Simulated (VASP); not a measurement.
# KZnF3 (Pm-3m) in VASP: further runs, part 2 of 2

VASP 6.6.1. Earlier steps stand in the parts before.

### Step 3. Single point, PBE

This run uses another cell than the first one, of 13.69 Å³/atom, 1.030 times its volume.

Input file INCAR:

```
SYSTEM = KZnF3
  PREC = Accurate
  ENCUT = 520
  EDIFF = 1E-7
  ISMEAR = 0
  SIGMA = 0.05
  LREAL = .FALSE.
  LASPH = .TRUE.
  NELM = 100
  ALGO = Normal
  ISIF = 2
  LWAVE = .FALSE.
  LCHARG = .TRUE.
  GGA = PE
  LELF = .TRUE.
  LVHAR = .TRUE.
  NBANDS = 29
```

Input file KPOINTS:

```
regular mesh
0
G
  6 6 6
  0 0 0
```

Input file POSCAR:

```
KZnF3
1.0
    4.0905729206      0.0000000000      0.0000000000
    0.0000000000      4.0905729206      0.0000000000
    0.0000000000      0.0000000000      4.0905729206
K Zn F
1 1 3
Direct
    0.0000000000      0.0000000000      0.0000000000
    0.5000000000      0.5000000000      0.5000000000
    0.5000000000      0.5000000000      0.0000000000
    0.0000000000      0.5000000000      0.5000000000
    0.5000000000      0.0000000000      0.5000000000
```

Potentials or basis: VASP PAW PBE potentials, release 64 (K_sv, Zn, F).

Run with:

```bash
> cat potpaw_PBE.64/K_sv/POTCAR potpaw_PBE.64/Zn/POTCAR potpaw_PBE.64/F/POTCAR > POTCAR
> mpirun -np 1 vasp_std > vasp.out
```

OUTCAR:

```text
SYSTEM = KZnF3
   PREC = Accurate
   ENCUT = 520
   EDIFF = 1E-7
   ISMEAR = 0
   LREAL = .FALSE.
   LASPH = .TRUE.
   NELM = 100
   ISIF = 2
   GGA = PE

 ion  position               nearest neighbor table
   1  0.000  0.000  0.000-
   2  0.500  0.500  0.500-   3 2.05   4 2.05   5 2.05   3 2.05   5 2.05   4 2.05
   3  0.500  0.500  0.000-   2 2.05   2 2.05
   4  0.000  0.500  0.500-   2 2.05   2 2.05
   5  0.500  0.000  0.500-   2 2.05   2 2.05

  LATTYP: Found a simple cubic cell.
 ALAT       =     4.0905729206

  Lattice vectors:

 A1 = (   4.0905729206,   0.0000000000,   0.0000000000)
 A2 = (   0.0000000000,   4.0905729206,   0.0000000000)
 A3 = (   0.0000000000,   0.0000000000,   4.0905729206)

Analysis of symmetry for initial positions (statically):
=====================================================================
 Subroutine PRICEL returns:
 Original cell was already a primitive cell.

 Routine SETGRP: Setting up the symmetry group for a
 simple cubic supercell.

 Subroutine GETGRP returns: Found 48 space group operations
[... 9 lines left out ...]

 Routine SETGRP: Setting up the symmetry group for a
 simple cubic supercell.

 Subroutine GETGRP returns: Found 48 space group operations
[... 11 lines left out ...]
                                     Primitive cell

  volume of cell :      68.4467

  direct lattice vectors                    reciprocal lattice vectors
     4.090572921  0.000000000  0.000000000     0.244464533  0.000000000  0.000000000
     0.000000000  4.090572921  0.000000000     0.000000000  0.244464533  0.000000000
     0.000000000  0.000000000  4.090572921     0.000000000  0.000000000  0.244464533

  length of vectors
     4.090572921  4.090572921  4.090572921     0.244464533  0.244464533  0.244464533

  position of ions in fractional coordinates (direct lattice)
     0.000000000  0.000000000  0.000000000
[... 95 lines left out ...]
   EFERMI_NEDOS =   21; number of points for ismear=-14 and -15
   IALGO  =     38    algorithm
   IMIX   =      4    mixing-type and parameters
     AMIX     =   0.40;   BMIX     =  1.00
     AMIX_MAG =   1.60;   BMIX_MAG =  1.00
  volume/ion in A,a.u.               =      13.69        92.38
  Fermi-wavevector in a.u.,A,eV,Ry     =   1.391149  2.628891 26.331311  1.935297
  Thomas-Fermi vector in A             =   2.515016
   LORBIT       =      0    0 simple, 1 ext, 2 COOP (PROOUT), +10 PAW based schemes
   GGA     = PE    functional components
   LHFCALC =     F    Hartree Fock is set to
   AEXX    =    0.0000 exact exchange contribution
   IVDW    =     0    specifies the selected vdW correction
   LEPSILON=     F    determine dielectric tensor
   LRPA    =     F    only Hartree local field effects (RPA)
 non-spin polarized calculation
 Gauss-broadening in eV      SIGMA  =   0.05
  energy-cutoff  :      520.00
  volume of cell :       68.45
 maximum number of plane-waves:      1856
   NGX = 15   NGY = 15   NGZ = 15

 number of electron      41.9999968 magnetization

 Free energy of the ion-electron system (eV)
  ---------------------------------------------------
  ext. energy  EPLUGINS =         0.00000000
  ---------------------------------------------------
  free energy    TOTEN  =       -20.31372298 eV

  energy without entropy =      -20.31372298  energy(sigma->0) =      -20.31372298

 E-fermi :  -0.7909     XC(G=0):  -9.7253

 val. band max:       -1.0601266763   @ k =   0.5000   0.5000   0.5000
 cond. band min:       2.6577853915   @ k =   0.0000   0.0000   0.0000
 fundamental gap:      3.7179120679
 Fermi energy:        -0.7908829414

 k-point     1 :       0.0000    0.0000    0.0000
  band No.  band energies     occupation
      1     -28.0548      2.00000
      2     -22.4229      2.00000
      3     -21.8361      2.00000
      4     -21.8361      2.00000
      5     -11.5367      2.00000
      6     -11.5367      2.00000
[... 629 lines left out ...]
     28      11.5011      0.00000
     29      12.3205      0.00000

------------------------ aborting loop because EDIFF is reached ----------------------------------------

  FORCE on cell =-STRESS in cart. coord.  units (eV):
  Direction    XX          YY          ZZ          XY          YZ          ZX
  --------------------------------------------------------------------------------------
  -------------------------------------------------------------------------------------
  Total        0.9887309      0.9887309      0.9887309     -0.0000000      0.0000000     -0.0000000
  in kB       23.1438862     23.1438862     23.1438862     -0.0000000      0.0000000     -0.0000000
  external PRESSURE =      23.1438862 kB  Pullay stress =       0.0000000 kB

 VOLUME and BASIS-vectors are now :
 -----------------------------------------------------------------------------
  energy-cutoff  :      520.00
  volume of cell :       68.45
      direct lattice vectors                 reciprocal lattice vectors
     4.090572921  0.000000000  0.000000000     0.244464533  0.000000000  0.000000000
     0.000000000  4.090572921  0.000000000     0.000000000  0.244464533  0.000000000
     0.000000000  0.000000000  4.090572921     0.000000000  0.000000000  0.244464533

 POSITION                                       TOTAL-FORCE (eV/Angst)
 -----------------------------------------------------------------------------------
      0.00000      0.00000      0.00000         0.000000      0.000000      0.000000
      2.04529      2.04529      2.04529         0.000000      0.000000      0.000000
      2.04529      2.04529      0.00000         0.000000      0.000000      0.000000
      0.00000      2.04529      2.04529         0.000000      0.000000      0.000000
      2.04529      0.00000      2.04529         0.000000      0.000000      0.000000
 -----------------------------------------------------------------------------------
    total drift:                                0.000000      0.000000     -0.000000

  FREE ENERGIE OF THE ION-ELECTRON SYSTEM (eV)
  ---------------------------------------------------
  free  energy   TOTEN  =       -20.3137229793 eV

  energy  without entropy=      -20.3137229793  energy(sigma->0) =      -20.31372298
```

stdout:

```text
POSCAR found type information on POSCAR K ZnF
 POSCAR found :  3 types and       5 ions
 scaLAPACK will be used
 LDA part: xc-table for (Slater+PW92), standard interpolation
 POSCAR, INCAR and KPOINTS ok, starting setup
 FFT: planning ... GRIDC
 FFT: planning ... GRID_SOFT
 FFT: planning ... GRID
 WAVECAR not read
 entering main loop
```

Wall time 40 s (1 thread of AMD EPYC 7R43 (Zen 3), shared host); peak memory 0.15 GiB.

What came out:

| Property | Result |
| --- | --- |
| Free energy | -20.3137 eV |
| Pressure | 2.3 GPa |
| Band gap on the k mesh | 3.72 eV, indirect (least direct gap 5.40 eV) |

Levels at points of the mesh, in eV from the valence-band top:
```tsv
k point	band 18	band 19	band 20	band 21	band 22	band 23	band 24	band 25
(0.00, 0.00, 0.00)	-1.87	-1.68	-1.68	-1.68	3.72	8.82	8.82	9.33
(0.50, 0.00, 0.00)	-1.84	-1.58	-1.58	-1.56	6.42	8.27	9.74	11.10
(0.50, 0.50, 0.00)	-1.66	-1.66	-1.34	0.00	7.91	10.06	10.06	10.14
(0.50, 0.50, 0.50)	-1.33	-1.33	0.00	0.00	8.47	8.47	8.47	9.99
```

### Step 4. Single point, PBE

This run uses another cell than the first one, of 14.06 Å³/atom, 1.059 times its volume.

Input file INCAR:

```
ALGO     = Normal         # electronic algorithm
EDIFF    = 1E-7           # SCF threshold, eV
ENCUT    = 520            # plane-wave cutoff, eV
GGA      = PE             # functional
ISIF     = 2              # what is computed and relaxed
ISMEAR   = 0              # smearing method
LASPH    = T              # aspherical terms in the spheres
LCHARG   = F              # write CHGCAR
LREAL    = F              # projectors in reciprocal space
LWAVE    = F              # write WAVECAR
NBANDS   = 29             # bands
NELM     = 60             # most SCF steps
PREC     = Accurate       # precision mode
SIGMA    = 0.05           # smearing width, eV
```

Input file KPOINTS:

```
k-points
0
Gamma
  6 6 6
```

POSCAR: that of step 3 with these lines changed.

```diff
@@ -2,5 +2,5 @@
 1.0
-    4.0905729206      0.0000000000      0.0000000000
-    0.0000000000      4.0905729206      0.0000000000
-    0.0000000000      0.0000000000      4.0905729206
+    4.1275291579      0.0000000000      0.0000000000
+    0.0000000000      4.1275291579      0.0000000000
+    0.0000000000      0.0000000000      4.1275291579
 K Zn F
```

Potentials or basis: VASP PAW PBE potentials, release 64 (K_sv, Zn, F).

Run with:

```bash
> cat potpaw_PBE.64/K_sv/POTCAR potpaw_PBE.64/Zn/POTCAR potpaw_PBE.64/F/POTCAR > POTCAR
> mpirun -np 1 vasp_std > vasp.out
```

OUTCAR:

```text
EDIFF = 1E-7
   ENCUT = 520
   GGA = PE
   ISIF = 2
   ISMEAR = 0
   LASPH = T
   LREAL = F
   NELM = 60
   PREC = Accurate

 ion  position               nearest neighbor table
   1  0.000  0.000  0.000-
   2  0.500  0.500  0.500-   3 2.06   4 2.06   5 2.06   3 2.06   5 2.06   4 2.06
   3  0.500  0.500  0.000-   2 2.06   2 2.06
   4  0.000  0.500  0.500-   2 2.06   2 2.06
   5  0.500  0.000  0.500-   2 2.06   2 2.06

  LATTYP: Found a simple cubic cell.
 ALAT       =     4.1275291579

  Lattice vectors:

 A1 = (   4.1275291579,   0.0000000000,   0.0000000000)
 A2 = (   0.0000000000,   4.1275291579,   0.0000000000)
 A3 = (   0.0000000000,   0.0000000000,   4.1275291579)

Analysis of symmetry for initial positions (statically):
=====================================================================
 Subroutine PRICEL returns:
 Original cell was already a primitive cell.

 Routine SETGRP: Setting up the symmetry group for a
 simple cubic supercell.

[... 165 lines left out ...]

  energy without entropy =      -20.33171404  energy(sigma->0) =      -20.33171404

 E-fermi :  -0.9828     XC(G=0):  -9.5884

 val. band max:       -1.3232608769   @ k =   0.5000   0.5000   0.5000
 cond. band min:       2.3278133732   @ k =   0.0000   0.0000   0.0000
 fundamental gap:      3.6510742501
 Fermi energy:        -0.9828303528

 k-point     1 :       0.0000    0.0000    0.0000
  band No.  band energies     occupation
      1     -28.2343      2.00000
      2     -22.4703      2.00000
      3     -21.9186      2.00000
      4     -21.9186      2.00000
      5     -11.7125      2.00000
      6     -11.7125      2.00000
[... 629 lines left out ...]
     28      11.2619      0.00000
     29      11.9486      0.00000

------------------------ aborting loop because EDIFF is reached ----------------------------------------

  FORCE on cell =-STRESS in cart. coord.  units (eV):
  Direction    XX          YY          ZZ          XY          YZ          ZX
  --------------------------------------------------------------------------------------
  -------------------------------------------------------------------------------------
  Total        0.1103819      0.1103819      0.1103819     -0.0000000     -0.0000000      0.0000000
  in kB        2.5150003      2.5150003      2.5150003     -0.0000000     -0.0000000      0.0000000
  external PRESSURE =       2.5150003 kB  Pullay stress =       0.0000000 kB

 VOLUME and BASIS-vectors are now :
 -----------------------------------------------------------------------------
  energy-cutoff  :      520.00
  volume of cell :       70.32
      direct lattice vectors                 reciprocal lattice vectors
     4.127529158  0.000000000  0.000000000     0.242275696  0.000000000  0.000000000
     0.000000000  4.127529158  0.000000000     0.000000000  0.242275696  0.000000000
     0.000000000  0.000000000  4.127529158     0.000000000  0.000000000  0.242275696

 POSITION                                       TOTAL-FORCE (eV/Angst)
 -----------------------------------------------------------------------------------
      0.00000      0.00000      0.00000         0.000000      0.000000      0.000000
      2.06376      2.06376      2.06376         0.000000      0.000000      0.000000
      2.06376      2.06376      0.00000         0.000000      0.000000      0.000000
      0.00000      2.06376      2.06376         0.000000      0.000000      0.000000
      2.06376      0.00000      2.06376         0.000000      0.000000      0.000000
 -----------------------------------------------------------------------------------
    total drift:                                0.000000     -0.000000     -0.000000

  FREE ENERGIE OF THE ION-ELECTRON SYSTEM (eV)
  ---------------------------------------------------
  free  energy   TOTEN  =       -20.3317140392 eV

  energy  without entropy=      -20.3317140392  energy(sigma->0) =      -20.33171404
```

stdout:

```text
POSCAR found type information on POSCAR K ZnF
 POSCAR found :  3 types and       5 ions
 scaLAPACK will be used
 LDA part: xc-table for (Slater+PW92), standard interpolation
 POSCAR, INCAR and KPOINTS ok, starting setup
 FFT: planning ... GRIDC
 FFT: planning ... GRID_SOFT
 FFT: planning ... GRID
 WAVECAR not read
 entering main loop
```

It took 36 s on 1 thread of AMD EPYC 7R43 (Zen 3), shared host; peak memory 0.16 GiB.

What came out:

* Free energy: -20.3317 eV
* Pressure: 0.3 GPa
* Band gap on the k mesh: 3.65 eV, indirect (least direct gap 5.19 eV)

A k mesh can miss the band edges. As with any semilocal functional, this PBE gap is likely too small.

### Step 5. Summary

| cell | gap on the mesh (eV) | pressure (GPa) |
| --- | --- | --- |
| a = 4.050 Å, 5 atoms | 3.79 | 4.9 |
| a = 4.091 Å, 5 atoms | 3.72 | 2.3 |
| a = 4.128 Å, 5 atoms | 3.65 | 0.3 |

Alike in all rows: task single point; level PBE; potentials or basis VASP PAW PBE potentials, release 64 (K_sv, Zn, F); no spin polarisation; k mesh 6 × 6 × 6; cutoff (eV) 520; smearing gaussian 0.05 eV.

Absolute energies hang on the potentials; compare differences alone.
